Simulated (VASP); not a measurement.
Wanted: the native input for a VASP 6.6.1 run.

```
Task                   : single point
Functional             : PBE
Potentials or basis    : VASP PAW PBE potentials, release 64 (Cu, Be, Ge_d, Se)
Cutoff                 : 520 eV
k mesh                 : 6 × 6 × 6
Occupations            : gaussian, width 0.01 eV
Spin                   : no spin polarisation
Dipole correction      : no
Further INCAR settings : ALGO = Normal; EDIFF = 1e-06; NBANDS = 41
```

The structure of BeCu2GeSe4 lies in POSCAR:

```
BeCu2GeSe4
1.0
   -2.7488574003      2.7488574003      5.3541287227
    2.7488574003     -2.7488574003      5.3541287227
    2.7488574003      2.7488574003     -5.3541287227
Cu Be Ge Se
2 1 1 4
Direct
    0.0000000000      0.0000000000      0.0000000000
    0.7500000000      0.2500000000      0.5000000000
    0.2500000000      0.7500000000      0.5000000000
    0.5000000000      0.5000000000      0.0000000000
    0.1279573521      0.6316885860      1.0251486761
    0.3683114140      0.3934600901      0.4962687661
    0.6065399099      0.1028086761     -0.0251486761
    0.8971913239      0.8720426479      0.5037312339
```

These files were run (other wordings do the same):

INCAR

```
SYSTEM = BeCu2GeSe4
  PREC = Accurate
  ENCUT = 520
  EDIFF = 1E-6
  ISMEAR = 0
  SIGMA = 0.01
  LREAL = .False.
  LASPH = .True.
  NELM = 100
  ALGO = Normal
  ISIF = 2
  LWAVE = .False.
  LCHARG = .True.
  GGA = PE
  LELF = .True.
  LVHAR = .True.
  NBANDS = 41
```

KPOINTS

```
Automatic mesh
0
Gamma
  6 6 6
  0 0 0
```

Potentials or basis: VASP PAW PBE potentials, release 64 (Cu, Be, Ge_d, Se).

Run with:

```console
$ cat potpaw_PBE.64/Cu/POTCAR potpaw_PBE.64/Be/POTCAR potpaw_PBE.64/Ge_d/POTCAR potpaw_PBE.64/Se/POTCAR > POTCAR
$ mpirun -np 1 vasp_std > vasp.out
```

Results of the run:

```
Pressure               : 2.3 GPa
Largest force          : 0.034 eV/Å
Band gap on the k mesh : 0.35 eV (least direct gap 0.38 eV)
```

Caveat: semilocal functionals underestimate gaps, and a narrow one can read as zero.

Wall time 3.2 min on 1 thread of Intel(R) Xeon(R) 6975P-C (Granite Rapids), on a shared host, peak memory 0.49 GiB.
